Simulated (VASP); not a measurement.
Write the native input for VASP 6.6.1 that does the following.

* Task: single point
* Functional: PBE
* Potentials or basis: VASP PAW PBE potentials, release 64 (Ru_pv, W_sv)
* Cutoff: 520 eV
* k mesh: 10 × 10 × 10
* Occupations: gaussian, width 0.1 eV
* Spin: no spin polarisation
* Dipole correction: no
* Further INCAR settings: ALGO = Fast; EDIFF = 1e-06; NBANDS = 51

The structure of Ru2W lies in POSCAR:

```
Ru2W
1.0
    0.0000000000      4.0077348261      4.5174507683
    2.4665842253      0.0000000000      4.5174507683
    2.4665842253      4.0077348261      0.0000000000
Ru W
4 2
Direct
    0.0756770220      0.4243229780      0.0756770220
    0.4243229780      0.0756770220      0.4243229780
    0.1743229780      0.8256770220      0.1743229780
    0.8256770220      0.1743229780      0.8256770220
    0.7500000000      0.7500000000      0.7500000000
    0.5000000000      0.5000000000      0.5000000000
```

One way to write it, as run:

INCAR

```
SYSTEM = Ru2W
  PREC = Accurate
  ENCUT = 520
  EDIFF = 1E-6
  ISMEAR = 0
  SIGMA = 0.1
  LREAL = .False.
  LASPH = .True.
  NELM = 80
  ALGO = Fast
  ISIF = 2
  LWAVE = .False.
  LCHARG = .False.
  GGA = PE
  NBANDS = 51
```

KPOINTS

```
Automatic mesh
0
Gamma
  10 10 10
  0 0 0
```

Potentials or basis: VASP PAW PBE potentials, release 64 (Ru_pv, W_sv).

Command:

```bash
$ cat potpaw_PBE.64/Ru_pv/POTCAR potpaw_PBE.64/W_sv/POTCAR > POTCAR
$ mpirun -np 1 vasp_std > vasp.out
```

It gave:

```
Pressure               : 0.3 GPa
Largest force          : 0.020 eV/Å
Band gap on the k mesh : zero (bands 42 and 43 overlap by 0.95 eV)
```

Caveat: spin-orbit coupling is left out, which moves the levels of the heavy elements.

Run time: 7.6 min on 1 thread of Intel(R) Xeon(R) 6975P-C (Granite Rapids), with other jobs on the host, peak memory 0.68 GiB.
